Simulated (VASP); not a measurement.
Set up this calculation in VASP 6.6.1, as the native input.

```yaml
Task: single point
Functional: PBE
Potentials_or_basis: VASP PAW PBE potentials, release 64 (H)
Cutoff: 500 eV
k_mesh: 13 × 13 × 7
Occupations: fermi-dirac, width 0.01 eV
Spin: no spin polarisation
Dipole_correction: no
Further_INCAR_settings: ALGO = Normal; EDIFF = 1e-06; NBANDS = 8
```

The structure of H lies in POSCAR:

```
H
1.0
    1.9742154190      0.0000000000      0.0000000000
   -0.9871077095      1.7097207054      0.0000000000
    0.0000000000      0.0000000000      3.1714823542
H
2
Direct
    0.3333333333      0.6666666667      0.2500000000
    0.6666666667      0.3333333333      0.7500000000
```

The input as run:

INCAR

```
  PREC = Accurate
  ENCUT = 500
  EDIFF = 1E-6
  ISMEAR = -1
  SIGMA = 0.01
  LREAL = F
  LASPH = T
  NELM = 120
  ALGO = Normal
  ISIF = 2
  LWAVE = F
  LCHARG = T
  GGA = PE
  LELF = T
  LVHAR = T
  NBANDS = 8
  GGA_COMPAT = F
```

KPOINTS

```
regular mesh
0
Gamma
  13 13 7
```

Potentials or basis: VASP PAW PBE potentials, release 64 (H).

Launch:

```sh
$ cat potpaw_PBE.64/H/POTCAR > POTCAR
$ mpirun -np 1 vasp_std > vasp.out
```

Results of the run:

```
Pressure               : -24.1 GPa
Band gap on the k mesh : zero (bands 1 and 2 overlap by 9.16 eV)
```

Caveat: the cell stands under tension.

Run time: 3.4 s on 1 thread of Intel(R) Xeon(R) Platinum 8488C (Sapphire Rapids), on a shared host, peak memory 0.1 GiB.
